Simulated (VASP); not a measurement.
Wanted: the native input for a VASP 6.6.1 run.

```yaml
Task: relaxation of cell and atoms
Functional: PBE
Potentials_or_basis: VASP PAW PBE potentials, release 64 (Pd)
Cutoff: 600 eV
k_mesh: 19 × 19 × 19
Occupations: fermi-dirac, width 0.05 eV
Spin: no spin polarisation
Target_pressure: 150 GPa
Dipole_correction: no
Further_INCAR_settings: ALGO = Normal; EDIFF = 1e-06; IBRION = 2; EDIFFG = -0.005; NSW = 60; ISIF = 3
```

The structure of Pd lies in POSCAR:

```
Pd
1.0
    0.0000000000      1.7548338275      1.7548338275
    1.7548338275      0.0000000000      1.7548338275
    1.7548338275      1.7548338275      0.0000000000
Pd
1
Direct
    0.0000000000      0.0000000000      0.0000000000
```

These files were run (other wordings do the same):

INCAR

```
SYSTEM = Pd
PREC = Accurate
ENCUT = 600
EDIFF = 1E-6
ISMEAR = -1
SIGMA = 0.05
LREAL = .False.
LASPH = .True.
NELM = 80
ALGO = Normal
ISIF = 3
LWAVE = .False.
LCHARG = .False.
GGA = PE
IBRION = 2
NSW = 60
EDIFFG = -0.005
PSTRESS = 1500.0
```

KPOINTS

```
regular mesh
0
Gamma
  19 19 19
  0 0 0
```

Potentials or basis: VASP PAW PBE potentials, release 64 (Pd).

The run is started by

```console
$ cat potpaw_PBE.64/Pd/POTCAR > POTCAR
$ mpirun -np 1 vasp_std > vasp.out
```

Results of the run:

| Item | Value |
| --- | --- |
| Relaxed volume | 10.80 Å³/atom |
| Relaxed cell | a = 2.481 Å, b = 2.481 Å, c = 2.481 Å, α = 60.00°, β = 60.00°, γ = 60.00° |
| Space group after relaxing (to 0.1 Å) | Fm-3m (No. 225) |
| Energy change on relaxing (the run minimises the enthalpy) | +4.0 meV/atom |
| Ionic steps | 3 |
| Pressure after relaxing | 150.0 GPa |
| Band gap on the k mesh | zero (bands 5 and 6 overlap by 2.68 eV) |

Caveat: the cell is relaxed towards a set pressure, so the run minimises the enthalpy, not the energy.

Wall time 32 s on 1 thread of AMD EPYC 7R13 Processor (Zen 3) (shared host), peak memory 0.12 GiB.
